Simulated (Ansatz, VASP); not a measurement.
SnO in VASP and in Ansatz

```
Sn O
1.0
     3.82016    0.00000    0.00000
     0.00000    3.82016    0.00000
     0.00000    0.00000   22.22608
Sn O
4 4
Direct
  0.75000 0.25000 0.20246
  0.25000 0.75000 0.30878
  0.37500 0.87500 0.49325
  0.87500 0.37500 0.59957
  0.25000 0.25000 0.25562
  0.75000 0.75000 0.25562
  0.87500 0.87500 0.54641
  0.37500 0.37500 0.54641
```

Alike in both runs: task single point; functional PBE; dispersion D3(BJ); k mesh 7 × 7 × 1; occupations gaussian, width 0.05 eV; no spin polarisation.

```csv
,VASP,Ansatz
version,VASP 6.6.1,Ansatz 0.2.0
potentials or method,"VASP PAW PBE potentials, release 64 (Sn_d, O), cutoff 520 eV","scalar-relativistic, plane waves, PAW"
valence electrons in the cell,80,80
```

VASP gave:

| Quantity | Value |
| --- | --- |
| gap on the k mesh at the Fermi level (eV) | 2.38 |
| least direct gap on the mesh (eV) | 2.53 |
| rms of the force components (eV/Å) | 0.029 |

Question: Estimate Ansatz's values.

Answer: gap on the k mesh at the Fermi level (eV): 2.39; least direct gap on the mesh (eV): 2.57; rms of the force components (eV/Å): 0.026.
